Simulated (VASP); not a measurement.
Runs of VASP 6.6.1 on TiO2. The structure is that of space group I4_1/amd (No. 141), or close to it. The cells are those of the table. 

```tsv
cell	gap on the mesh (eV)	pressure (GPa)	largest force (eV/Å)
a = 5.563 Å, angles 140.6, 140.6, 57.0°, 6 atoms	2.79	11.7	0.11
a = 5.521 Å, angles 141.6, 141.6, 55.4°, 6 atoms	3.04	(d)	0.13
a = 5.427 Å, angles 140.2, 140.2, 57.5°, 6 atoms	(c)	28.7	0.63
a = 5.223 Å, angles 137.9, 137.9, 61.1°, 6 atoms	2.99	38.7	2.57
a = 5.657 Å, angles 141.9, 141.9, 54.9°, 6 atoms	(b)	14.5	0.41
a = 5.471 Å, angles 139.2, 139.2, 59.1°, 6 atoms	2.77	10.6	0.72
a = 5.870 Å, angles 144.0, 144.0, 51.8°, 6 atoms	2.89	(a)	1.10
```

Alike in all rows: task single point; level PBE+U; potentials or basis VASP PAW PBE potentials, release 64 (Ti_sv, O); no spin polarisation; Ti d U = 4.0 eV; k mesh 8 × 8 × 8; cutoff (eV) 600; smearing gaussian 0.05 eV.

Fill in the values left out.

(a) 14.0; (b) 2.85; (c) 2.97; (d) 31.7.

Caveats: forces of over 1 eV/Å act on the atoms, so gaps and moduli don't describe the material at rest (at least some runs); the stress differs along the axes, from 8 to 13 GPa (at least some runs); the stress differs along the axes, from 19 to 38 GPa (at least some runs); the cell stands under pressure (at least some runs); the stress differs along the axes, from 28 to 61 GPa (at least some runs); the stress differs along the axes, from 3 to 20 GPa (at least some runs); the stress differs along the axes, from 8 to 16 GPa (at least some runs).

A k mesh can miss the band edges.
